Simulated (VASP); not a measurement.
# W3C2 (P6/mmm) in VASP: further runs, part 2 of 2

VASP 6.6.1.

## 5. Single point, PBE

This run uses another cell than the first one: it holds 10 atoms, not 5.

INCAR

```
SYSTEM = W3C2
  ALGO = Normal
  EDIFF = 1E-6
  ENCUT = 520
  GGA = PE
  ISIF = 2
  ISMEAR = 0
  LASPH = .True.
  LCHARG = .False.
  LREAL = .False.
  LWAVE = .False.
  NBANDS = 61
  NELM = 80
  PREC = Accurate
  SIGMA = 0.2
```

KPOINTS

```
k-points
0
Gamma
  6 4 4
  0 0 0
```

POSCAR

```
W3C2
1.0
    1.7908206875     -3.1017924179      0.0000000000
   -5.3724620624     -3.1017924180      0.0000000000
    0.0000000000      0.0000000000     -7.7544029564
W C
6 4
Direct
    0.5000000000      0.5000000000      0.1433204581
    0.0000000000      0.0000000000      0.1433204581
    1.0000000000      1.0000000000      0.8566795419
    0.5000000000      0.5000000000      0.8566795419
    0.0000000000      1.0000000000      0.5000000000
    0.5000000000      0.5000000000      0.5000000000
    0.5000000000      0.8333333333      0.5000000000
    1.0000000000      0.3333333333      0.5000000000
    0.0000000000      0.6666666667      0.5000000000
    0.5000000000      0.1666666667      0.5000000000
```

Potentials or basis: VASP PAW PBE potentials, release 64 (W_sv, C).

On the command line:

```sh
$ cat potpaw_PBE.64/W_sv/POTCAR potpaw_PBE.64/C/POTCAR > POTCAR
$ mpirun -np 1 vasp_std > vasp.out
```

OUTCAR:

```text
SYSTEM = W3C2
   EDIFF = 1E-6
   ENCUT = 520
   GGA = PE
   ISIF = 2
   ISMEAR = 0
   LASPH = .True.
   LREAL = .False.
   NELM = 80
   PREC = Accurate

 ion  position               nearest neighbor table
   1  0.500  0.500  0.143-   4 2.22   6 2.77
   2  0.000  0.000  0.143-   3 2.22   5 2.77
   3  0.000  0.000  0.857-   2 2.22   5 2.77
   4  0.500  0.500  0.857-   1 2.22   6 2.77
   5  0.000  0.000  0.500-   8 2.07   9 2.07  10 2.07   7 2.07   7 2.07  10 2.07   2 2.77   3 2.77

   6  0.500  0.500  0.500-   7 2.07  10 2.07   9 2.07   8 2.07   8 2.07   9 2.07   1 2.77   4 2.77

   7  0.500  0.833  0.500-   9 2.07   9 2.07   6 2.07   5 2.07   5 2.07  10 2.07
   8  0.000  0.333  0.500-  10 2.07  10 2.07   5 2.07   6 2.07   6 2.07   9 2.07
   9  0.000  0.667  0.500-   7 2.07   7 2.07   5 2.07   6 2.07   6 2.07   8 2.07
  10  0.500  0.167  0.500-   8 2.07   8 2.07   6 2.07   5 2.07   5 2.07   7 2.07

  LATTYP: Found a simple orthorhombic cell.
 ALAT       =     3.5816413749
 B/A-ratio  =     1.7320508076
 C/A-ratio  =     2.1650417071

  Lattice vectors:

 A1 = (   1.7908206875,  -3.1017924179,   0.0000000000)
 A2 = (  -5.3724620624,  -3.1017924180,   0.0000000000)
 A3 = (   0.0000000000,   0.0000000000,  -7.7544029564)

Analysis of symmetry for initial positions (statically):
=====================================================================
 Subroutine PRICEL returns following result:

  LATTYP: Found a hexagonal cell.
 ALAT       =     3.5816413749
 C/A-ratio  =     2.1650417071

  Lattice vectors:

 A1 = (  -1.7908206875,   3.1017924179,   0.0000000000)
 A2 = (   3.5816413750,   0.0000000001,   0.0000000000)
 A3 = (   0.0000000000,   0.0000000000,  -7.7544029564)

   2 primitive cells build up your supercell.

 Routine SETGRP: Setting up the symmetry group for a
 simple orthorhombic supercell.

 Subroutine GETGRP returns: Found  8 space group operations
 (whereof  8 operations were pure point group operations)
 out of a pool of  8 trial point group operations.

The static configuration has the point symmetry D_2h.

Analysis of symmetry for dynamics (positions and initial velocities):
=====================================================================
 Subroutine PRICEL returns following result:

  LATTYP: Found a hexagonal cell.
 ALAT       =     3.5816413749
 C/A-ratio  =     2.1650417071

  Lattice vectors:

 A1 = (  -1.7908206875,   3.1017924179,   0.0000000000)
 A2 = (   3.5816413750,   0.0000000001,   0.0000000000)
 A3 = (   0.0000000000,   0.0000000000,  -7.7544029564)

   2 primitive cells build up your supercell.

 Routine SETGRP: Setting up the symmetry group for a
 simple orthorhombic supercell.

 Subroutine GETGRP returns: Found  8 space group operations
 (whereof  8 operations were pure point group operations)
 out of a pool of  8 trial point group operations.

The dynamic configuration has the point symmetry D_2h.

 Subroutine INISYM returns: Found  8 space group operations
 (whereof  8 operations are pure point group operations),
[... 61 lines left out ...]
  0.333333  0.000000  0.000000      2.000000
  0.500000  0.000000  0.000000      1.000000
  0.000000  0.250000  0.000000      2.000000
  0.166667  0.250000  0.000000      4.000000
[... 16 lines left out ...]
  0.333333  0.500000  0.250000      4.000000
  0.500000  0.500000  0.250000      2.000000
 [... further k-points ...]
   k-points           NKPTS =     36   k-points in BZ     NKDIM =     36   number of bands    NBANDS=     61
   number of dos      NEDOS =    301   number of ions     NIONS =     10
   total plane-waves  NPLWV =  80640
   dimension x,y,z NGX =    28 NGY =   48 NGZ =   60
   dimension x,y,z NGXF=    56 NGYF=   96 NGZF=  120
   ions per type =               6   4
   NGX,Y,Z   is equivalent  to a cutoff of  13.00, 12.86, 12.86 a.u.
   NGXF,Y,Z  is equivalent  to a cutoff of  25.99, 25.73, 25.73 a.u.
 SYSTEM =  W3C2
   PREC   = accura    normal or accurate (medium, high low for compatibility)
   ISTART =      0    job   : 0-new  1-cont  2-samecut
   ICHARG =      2    charge: 1-file 2-atom 10-const
   ISPIN  =      1    spin polarized calculation?
   LNONCOLLINEAR =      F non collinear calculations
   LSORBIT =      F    spin-orbit coupling
   LASPH  =      T    aspherical Exc in radial PAW
   ENCUT  =  520.0 eV  38.22 Ry    6.18 a.u.   6.66 11.53 14.42*2*pi/ulx,y,z
   NELM   =     80;   NELMIN=  2; NELMDL= -5     # of ELM steps
   EDIFF  = 0.1E-05   stopping-criterion for ELM
   LREAL  =      F    real-space projection
   EDIFFG = 0.1E-04   stopping-criterion for IOM
   NSW    =      0    number of steps for IOM
   IBRION =     -1    ionic relax: 0-MD 1-quasi-New 2-CG
   NFREE  =      0    steps in history (QN), initial steepest desc. (CG)
   ISIF   =      2    stress and relaxation
   ISYM   =      2    0-nonsym 1-usesym 2-fastsym
   POTIM  = 0.5000    time-step for ionic-motion
   TEBEG  =    0.0;   TEEND  =   0.0 temperature during run
   PSTRESS=    0.0 pullay stress
   NELECT =     100.0000    total number of electrons
   NUPDOWN=      -1.0000    fix difference up-down
   EMIN   =  10.00;   EMAX   =-10.00  energy-range for DOS
   EFERMI =   0.00;   METHOD = LEGACY
   ISMEAR =     0;   SIGMA  =   0.20  broadening in eV -4-tet -1-fermi 0-gaus
   EFERMI_NEDOS =   21; number of points for ismear=-14 and -15
   IALGO  =     38    algorithm
   IMIX   =      4    mixing-type and parameters
     AMIX     =   0.40;   BMIX     =  1.00
     AMIX_MAG =   1.60;   BMIX_MAG =  1.00
  volume/ion in A,a.u.               =      17.23       116.27
  Fermi-wavevector in a.u.,A,eV,Ry     =   1.365580  2.580572 25.372258  1.864808
  Thomas-Fermi vector in A             =   2.491796
   LORBIT       =      0    0 simple, 1 ext, 2 COOP (PROOUT), +10 PAW based schemes
   GGA     = PE    functional components
   LHFCALC =     F    Hartree Fock is set to
   AEXX    =    0.0000 exact exchange contribution
   IVDW    =     0    specifies the selected vdW correction
   LEPSILON=     F    determine dielectric tensor
   LRPA    =     F    only Hartree local field effects (RPA)
 non-spin polarized calculation
 Gauss-broadening in eV      SIGMA  =   0.20
  energy-cutoff  :      520.00
  volume of cell :      172.30
 maximum number of plane-waves:      4673
 NGX is ok and might be reduce to    28

 number of electron     100.0000015 magnetization

 Free energy of the ion-electron system (eV)
  ---------------------------------------------------
  ext. energy  EPLUGINS =         0.00000000
  ---------------------------------------------------
  free energy    TOTEN  =       -85.83255609 eV

  energy without entropy =      -85.60352952  energy(sigma->0) =      -85.71804280

 E-fermi :   6.2124     XC(G=0): -11.2766

 val. band max:        6.2109675505   @ k =   0.5000   0.2500   0.2500
 cond. band min:       6.2150068141   @ k =   0.5000   0.0000   0.5000
 fundamental gap:      0.0040392636
 Fermi energy:         6.2123550139

 k-point     1 :       0.0000    0.0000    0.0000
  band No.  band energies     occupation
      1     -67.9901      2.00000
      2     -67.9876      2.00000
      3     -67.6887      2.00000
      4     -67.6864      2.00000
      5     -67.3230      2.00000
      6     -67.3191      2.00000
[... 1525 lines left out ...]
     60       8.6137      0.00000
     61       8.7068      0.00000

 [... further k-points ...]

------------------------ aborting loop because EDIFF is reached ----------------------------------------

  FORCE on cell =-STRESS in cart. coord.  units (eV):
  Direction    XX          YY          ZZ          XY          YZ          ZX
  --------------------------------------------------------------------------------------
  -------------------------------------------------------------------------------------
  Total        0.4371308      0.2304494      4.2393233      0.1789913      0.0000000      0.0000000
  in kB        4.0648896      2.1429545     39.4215710      1.6644446      0.0000000      0.0000000
  external PRESSURE =      15.2098050 kB  Pullay stress =       0.0000000 kB

 VOLUME and BASIS-vectors are now :
 -----------------------------------------------------------------------------
  energy-cutoff  :      520.00
  volume of cell :      172.30
      direct lattice vectors                 reciprocal lattice vectors
     1.790820687 -3.101792418  0.000000000     0.139600800 -0.241795678  0.000000000
    -5.372462062 -3.101792418  0.000000000    -0.139600800 -0.080598559  0.000000000
     0.000000000  0.000000000 -7.754402956     0.000000000  0.000000000 -0.128958993

 POSITION                                       TOTAL-FORCE (eV/Angst)
 -----------------------------------------------------------------------------------
     -1.79082     -3.10179     -1.11136         0.000000      0.000000     -0.411702
      0.00000      0.00000     -1.11136         0.000000      0.000000     -0.411702
      0.00000      0.00000     -6.64304         0.000000      0.000000      0.411702
     -1.79082     -3.10179     -6.64304         0.000000      0.000000      0.411702
      0.00000      0.00000     -3.87720         0.000000      0.000000      0.000000
     -1.79082     -3.10179     -3.87720         0.000000      0.000000      0.000000
     -3.58164     -4.13572     -3.87720         0.063540      0.036685      0.000000
     -1.79082     -1.03393     -3.87720         0.063540      0.036685      0.000000
     -3.58164     -2.06786     -3.87720        -0.063540     -0.036685      0.000000
     -0.00000     -2.06786     -3.87720        -0.063540     -0.036685      0.000000
 -----------------------------------------------------------------------------------
    total drift:                               -0.000000     -0.000000     -0.000000

  FREE ENERGIE OF THE ION-ELECTRON SYSTEM (eV)
  ---------------------------------------------------
  free  energy   TOTEN  =       -85.8325560863 eV

  energy  without entropy=      -85.6035295187  energy(sigma->0) =      -85.71804280
```

Wall time 3.6 min (1 thread of Intel Xeon 6975P-C (Granite Rapids), shared host); peak memory 0.42 GiB.

Results:

```
Free energy            : -85.8326 eV
Pressure               : 1.5 GPa
Largest force          : 0.412 eV/Å
Band gap on the k mesh : zero (bands 50 and 51 overlap by 0.47 eV)
```

Forces in eV/Å, atoms in the order of the input:
```
W    0.000  0.000 -0.412
W    0.000  0.000 -0.412
W    0.000  0.000  0.412
W    0.000  0.000  0.412
W    0.000  0.000  0.000
W    0.000  0.000  0.000
C    0.064  0.037  0.000
C    0.064  0.037  0.000
C   -0.064 -0.037  0.000
C   -0.064 -0.037  0.000
```

Stress tensor (GPa, compression positive):
```
0.41 0.17 0.00
0.17 0.21 0.00
0.00 0.00 3.94
```

Caveat: spin-orbit coupling is left out, which moves the levels of the heavy elements.

## 6. The runs side by side

```csv
task,cell,k mesh,cutoff (eV),smearing,gap on the mesh (eV),pressure (GPa),largest force (eV/Å)
single point,"a = 3.582, b = 3.582, c = 7.790 Å, angles 90.0, 90.0, 120.0°, 5 atoms, atomic positions A",6 × 6 × 4,520,gaussian 0.1 eV,none,1.0,0.37
single point,"a = 3.582, b = 3.582, c = 7.754 Å, angles 90.0, 90.0, 120.0°, 5 atoms, atomic positions B",12 × 12 × 6,520,gaussian 0.1 eV,none,0.9,0.39
relaxation of cell and atoms,"relaxed from a = 4.201, b = 4.201, c = 5.456 Å, angles 90.0, 90.0, 120.0°, 5 atoms, atomic positions C",6 × 6 × 4,600,gaussian 0.1 eV,none,0.1,0.01
single point,"a = 3.582, b = 6.204, c = 7.754 Å, 10 atoms, atomic positions D",6 × 4 × 4,520,gaussian 0.2 eV,none,1.5,0.41
```

Alike in all rows: level PBE; potentials or basis VASP PAW PBE potentials, release 64 (W_sv, C); no spin polarisation.

Caveats: spin-orbit coupling is left out, which moves the levels of the heavy elements; a cell axis changed by over 15 % at a fixed basis, so the end point is rough (at least some runs).

Absolute energies hang on the potentials; compare differences alone.

The gap in the log of VASP goes by the Fermi energy; the results here count the filled bands.